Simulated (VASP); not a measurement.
# SrCl2 in VASP: further runs, part 2 of 2

VASP 6.6.1.

## 3. Single point, PBE (shear xy strain -4.0%)

INCAR reads:

```
SYSTEM = SrCl2
ALGO = Normal
EDIFF = 1E-6
ENCUT = 520
GGA = PE
ISIF = 2
ISMEAR = -1
LASPH = .True.
LCHARG = .False.
LREAL = .False.
LWAVE = .False.
NBANDS = 19
NELM = 80
PREC = Accurate
SIGMA = 0.02
```

KPOINTS reads:

```
k-points
0
Gamma
  6 6 6
  0 0 0
```

POSCAR reads:

```
SrCl2
1.0
   -0.0699543617      3.4977180848      3.4977180848
    3.4977180848     -0.0699543617      3.4977180848
    3.4277637231      3.4277637231      0.0000000000
Sr Cl
1 2
Direct
    0.0000000000      0.0000000000      0.0000000000
    0.2532542116      0.2532542116      0.2467457884
    0.7467457884      0.7467457884      0.7532542116
```

Potentials or basis: VASP PAW PBE potentials, release 64 (Sr_sv, Cl).

Command:

```sh
cat potpaw_PBE.64/Sr_sv/POTCAR potpaw_PBE.64/Cl/POTCAR > POTCAR
mpirun -np 1 vasp_std > vasp.out
```

OUTCAR:

```text
SYSTEM = SrCl2
   EDIFF = 1E-6
   ENCUT = 520
   GGA = PE
   ISIF = 2
   ISMEAR = -1
   LASPH = .True.
   LREAL = .False.
   NELM = 80
   PREC = Accurate

 ion  position               nearest neighbor table
   1  0.000  0.000  0.000-   3 3.00   2 3.00   3 3.00   2 3.00   3 3.06   3 3.06   2 3.06   2 3.06

   2  0.253  0.253  0.247-   1 3.00   1 3.00   1 3.06   1 3.06
   3  0.747  0.747  0.753-   1 3.00   1 3.00   1 3.06   1 3.06

  LATTYP: Found a body centered orthorhombic cell.
 ALAT       =     4.8475899458
 B/A-ratio  =     1.0408163265
 C/A-ratio  =     1.4430750636

  Lattice vectors:

 A1 = (   0.0699543617,  -3.4977180848,  -3.4977180848)
 A2 = (  -0.0699543617,   3.4977180848,  -3.4977180848)
 A3 = (   3.4977180848,  -0.0699543617,   3.4977180848)

Analysis of symmetry for initial positions (statically):
=====================================================================
 Subroutine PRICEL returns:
 Original cell was already a primitive cell.

 Routine SETGRP: Setting up the symmetry group for a
 body centered orthorhombic supercell.

 Subroutine GETGRP returns: Found  8 space group operations
 (whereof  8 operations were pure point group operations)
 out of a pool of  8 trial point group operations.

The static configuration has the point symmetry D_2h.

Analysis of symmetry for dynamics (positions and initial velocities):
=====================================================================
 Subroutine PRICEL returns:
 Original cell was already a primitive cell.

 Routine SETGRP: Setting up the symmetry group for a
 body centered orthorhombic supercell.

 Subroutine GETGRP returns: Found  8 space group operations
 (whereof  8 operations were pure point group operations)
 out of a pool of  8 trial point group operations.

The dynamic configuration has the point symmetry D_2h.

 Subroutine INISYM returns: Found  8 space group operations
 (whereof  8 operations are pure point group operations),
 and found     1 'primitive' translations

----------------------------------------------------------------------------------------

                                     Primitive cell

  volume of cell :      85.5482

  direct lattice vectors                    reciprocal lattice vectors
    -0.069954362  3.497718085  3.497718085    -0.140147395  0.140147395  0.142950343
     3.497718085 -0.069954362  3.497718085     0.140147395 -0.140147395  0.142950343
     3.427763723  3.427763723  0.000000000     0.145867697  0.145867697 -0.142950343

  length of vectors
     4.947014980  4.947014980  4.847589946     0.244371408  0.244371408  0.250977231

  position of ions in fractional coordinates (direct lattice)
     0.000000000  0.000000000  0.000000000
     0.253254212  0.253254212  0.246745788
     0.746745788  0.746745788  0.753254212

  ion indices of the primitive-cell ions
   primitive index   ion index
                 1           1
                 2           2
                 3           3

----------------------------------------------------------------------------------------

 KPOINTS: k-points

Automatic generation of k-mesh.
 Grid dimensions read from file:
 generate k-points for:    6    6    6

 Generating k-lattice:

  Cartesian coordinates                     Fractional coordinates (reciprocal lattice)
    -0.023357899  0.023357899  0.023825057     0.166666667  0.000000000  0.000000000
     0.023357899 -0.023357899  0.023825057     0.000000000  0.166666667  0.000000000
     0.024311283  0.024311283 -0.023825057     0.000000000  0.000000000  0.166666667

  Length of vectors
     0.040728568  0.040728568  0.041829539

  Shift w.r.t. Gamma in fractional coordinates (k-lattice)
     0.000000000  0.000000000  0.000000000

 Subroutine IBZKPT returns following result:
 ===========================================

 Found     46 irreducible k-points:

 Following reciprocal coordinates:
            Coordinates               Weight
  0.000000  0.000000  0.000000      1.000000
  0.166667  0.000000  0.000000      4.000000
  0.333333  0.000000  0.000000      4.000000
  0.500000  0.000000  0.000000      2.000000
  0.166667  0.166667  0.000000      2.000000
  0.333333  0.166667  0.000000      4.000000
[... 16 lines left out ...]
 -0.166667  0.333333  0.166667      4.000000
  0.500000  0.500000  0.166667      4.000000
 [... further k-points ...]
   k-points           NKPTS =     46   k-points in BZ     NKDIM =     46   number of bands    NBANDS=     19
   number of dos      NEDOS =    301   number of ions     NIONS =      3
   total plane-waves  NPLWV =  57600
   dimension x,y,z NGX =    40 NGY =   40 NGZ =   36
   dimension x,y,z NGXF=    80 NGYF=   80 NGZF=   72
   ions per type =               1   2
   NGX,Y,Z   is equivalent  to a cutoff of  13.44, 13.44, 12.35 a.u.
   NGXF,Y,Z  is equivalent  to a cutoff of  26.88, 26.88, 24.69 a.u.
 SYSTEM =  SrCl2
   PREC   = accura    normal or accurate (medium, high low for compatibility)
   ISTART =      0    job   : 0-new  1-cont  2-samecut
   ICHARG =      2    charge: 1-file 2-atom 10-const
   ISPIN  =      1    spin polarized calculation?
   LNONCOLLINEAR =      F non collinear calculations
   LSORBIT =      F    spin-orbit coupling
   LASPH  =      T    aspherical Exc in radial PAW
   ENCUT  =  520.0 eV  38.22 Ry    6.18 a.u.   9.20  9.20  9.01*2*pi/ulx,y,z
   NELM   =     80;   NELMIN=  2; NELMDL= -5     # of ELM steps
   EDIFF  = 0.1E-05   stopping-criterion for ELM
   LREAL  =      F    real-space projection
   EDIFFG = 0.1E-04   stopping-criterion for IOM
   NSW    =      0    number of steps for IOM
   IBRION =     -1    ionic relax: 0-MD 1-quasi-New 2-CG
   NFREE  =      0    steps in history (QN), initial steepest desc. (CG)
   ISIF   =      2    stress and relaxation
   ISYM   =      2    0-nonsym 1-usesym 2-fastsym
   POTIM  = 0.5000    time-step for ionic-motion
   TEBEG  =    0.0;   TEEND  =   0.0 temperature during run
   PSTRESS=    0.0 pullay stress
   NELECT =      24.0000    total number of electrons
   NUPDOWN=      -1.0000    fix difference up-down
   EMIN   =  10.00;   EMAX   =-10.00  energy-range for DOS
   EFERMI =   0.00;   METHOD = LEGACY
   ISMEAR =    -1;   SIGMA  =   0.02  broadening in eV -4-tet -1-fermi 0-gaus
   EFERMI_NEDOS =   21; number of points for ismear=-14 and -15
   IALGO  =     38    algorithm
   IMIX   =      4    mixing-type and parameters
     AMIX     =   0.40;   BMIX     =  1.00
     AMIX_MAG =   1.60;   BMIX_MAG =  1.00
  volume/ion in A,a.u.               =      28.52       192.44
  Fermi-wavevector in a.u.,A,eV,Ry     =   1.071704  2.025228 15.626977  1.148550
  Thomas-Fermi vector in A             =   2.207453
   LORBIT       =      0    0 simple, 1 ext, 2 COOP (PROOUT), +10 PAW based schemes
   GGA     = PE    functional components
[... 5 lines left out ...]
 non-spin polarized calculation
  energy-cutoff  :      520.00
  volume of cell :       85.55
 maximum number of plane-waves:      2326
 NGX is ok and might be reduce to    40
   NGX = 19   NGY = 19   NGZ = 17

 number of electron      24.0000000 magnetization

 Free energy of the ion-electron system (eV)
  ---------------------------------------------------
  ext. energy  EPLUGINS =         0.00000000
  ---------------------------------------------------
  free energy    TOTEN  =       -12.78242031 eV

  energy without entropy =      -12.78242031  energy(sigma->0) =      -12.78242031

 E-fermi :   0.5826     XC(G=0):  -8.2506

 val. band max:        0.1028604759   @ k =   0.5000   0.5000   0.0000
 cond. band min:       5.4086227412   @ k =   0.0000   0.0000   0.0000
 fundamental gap:      5.3057622653
 Fermi energy:         0.5825508155

 k-point     1 :       0.0000    0.0000    0.0000
  band No.  band energies     occupation
      1     -32.8094      2.00000
      2     -14.8000      2.00000
      3     -14.7999      2.00000
      4     -14.7959      2.00000
      5     -13.1788      2.00000
      6     -12.3422      2.00000
[... 11 lines left out ...]
     18       9.3501      0.00000
     19       9.3527      0.00000
[... 485 lines left out ...]
 k-point    24 :       0.5000    0.5000    0.1667
  band No.  band energies     occupation
      1     -32.8055      2.00000
      2     -15.0779      2.00000
      3     -14.8694      2.00000
      4     -14.8280      2.00000
      5     -12.6018      2.00000
      6     -12.5035      2.00000
[... 11 lines left out ...]
     18       9.0473      0.00000
     19       9.8875      0.00000

 [... further k-points ...]

------------------------ aborting loop because EDIFF is reached ----------------------------------------

  FORCE on cell =-STRESS in cart. coord.  units (eV):
  Direction    XX          YY          ZZ          XY          YZ          ZX
  --------------------------------------------------------------------------------------
  -------------------------------------------------------------------------------------
  Total        0.4234056      0.4234056      0.4359277      0.1966512      0.0000000      0.0000000
  in kB        7.9296956      7.9296956      8.1642147      3.6829562      0.0000000      0.0000000
  external PRESSURE =       8.0078686 kB  Pullay stress =       0.0000000 kB

 VOLUME and BASIS-vectors are now :
 -----------------------------------------------------------------------------
  energy-cutoff  :      520.00
  volume of cell :       85.55
      direct lattice vectors                 reciprocal lattice vectors
    -0.069954362  3.497718085  3.497718085    -0.140147395  0.140147395  0.142950343
     3.497718085 -0.069954362  3.497718085     0.140147395 -0.140147395  0.142950343
     3.427763723  3.427763723  0.000000000     0.145867697  0.145867697 -0.142950343

 POSITION                                       TOTAL-FORCE (eV/Angst)
 -----------------------------------------------------------------------------------
      0.00000      0.00000      0.00000         0.000000      0.000000      0.000000
      1.71388      1.71388      1.77162        -0.000000     -0.000000      0.001473
      5.14165      5.14165      5.22381         0.000000      0.000000     -0.001473
 -----------------------------------------------------------------------------------
    total drift:                               -0.000000     -0.000000      0.000000

  FREE ENERGIE OF THE ION-ELECTRON SYSTEM (eV)
  ---------------------------------------------------
  free  energy   TOTEN  =       -12.7824203081 eV

  energy  without entropy=      -12.7824203081  energy(sigma->0) =      -12.78242031
```

Wall time 49 s (1 thread of AMD EPYC 9R45 (Zen 5), shared host); peak memory 0.23 GiB.

Results:

* Free energy: -12.7824 eV
* Pressure: 0.8 GPa
* Band gap on the k mesh: 5.31 eV (least direct gap 5.51 eV)

Stress tensor (GPa, compression positive):
```
0.79 0.37 0.00
0.37 0.79 0.00
0.00 0.00 0.82
```

Levels at points of the mesh, in eV from the valence-band top:
| k point | band 9 | band 10 | band 11 | band 12 | band 13 | band 14 | band 15 | band 16 |
| --- | --- | --- | --- | --- | --- | --- | --- | --- |
| (0.00, 0.00, 0.00) | -2.06 | -0.36 | -0.33 | -0.31 | 5.31 | 6.09 | 6.11 | 8.81 |
| (0.50, 0.00, 0.00) | -1.47 | -1.31 | -1.08 | -1.00 | 6.60 | 6.75 | 7.41 | 7.83 |
| (0.50, 0.50, 0.00) | -1.80 | -0.47 | -0.33 | 0.00 | 5.51 | 7.01 | 7.58 | 7.91 |
| (0.00, 0.00, 0.50) | -1.49 | -1.31 | -1.07 | -0.98 | 6.66 | 6.82 | 7.55 | 7.89 |
| (0.50, 0.00, 0.50) | -1.86 | -0.40 | -0.40 | 0.00 | 5.51 | 6.99 | 7.59 | 7.98 |

Caveat: the cell differs from its parent crystal (shear xy strain -4.0%).
